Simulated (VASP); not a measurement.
Set up this calculation in VASP 6.6.1, as the native input.

```yaml
Task: single point
Functional: PBE
Potentials_or_basis: VASP PAW PBE potentials, release 64 (Cu)
Cutoff: 520 eV
k_mesh: 22 × 22 × 22
Occupations: gaussian, width 0.15 eV
Spin: no spin polarisation
Dipole_correction: no
Further_INCAR_settings: ALGO = Fast; EDIFF = 1e-07; NBANDS = 18
```

The structure of Cu lies in POSCAR:

```
Cu
1.0
    1.2184636900     -3.9763780104      0.0000000000
    1.2184636900      3.9763780104      0.0000000000
    0.0000000000      0.0000000000      2.4754955235
Cu
2
Direct
    0.1338666500      0.8661333500      0.2500000000
    0.8661333500      0.1338666500      0.7500000000
```

One way to write it, as run:

INCAR

```
PREC = Accurate ; ENCUT = 520
EDIFF = 1E-7 ; ISMEAR = 0
SIGMA = 0.15 ; LREAL = False
LASPH = True ; NELM = 100
ALGO = Fast ; ISIF = 2
LWAVE = False ; LCHARG = False
GGA = PE ; NBANDS = 18
```

KPOINTS

```
regular mesh
0
Gamma
  22 22 22
```

Potentials or basis: VASP PAW PBE potentials, release 64 (Cu).

Command:

```bash
$ cat potpaw_PBE.64/Cu/POTCAR > POTCAR
$ mpirun -np 1 vasp_std > vasp.out
```

Results of the run:

| Quantity | Value |
| --- | --- |
| Pressure | 7.7 GPa |
| Largest force | 0.049 eV/Å |
| Band gap on the k mesh | zero (band 11 reaches 11.43 eV, above the bottom of band 12 at 5.75 eV) |

Wall time 7.5 min on 1 thread of Intel(R) Xeon(R) Platinum 8559C (Emerald Rapids), on a shared host, peak memory 0.63 GiB.
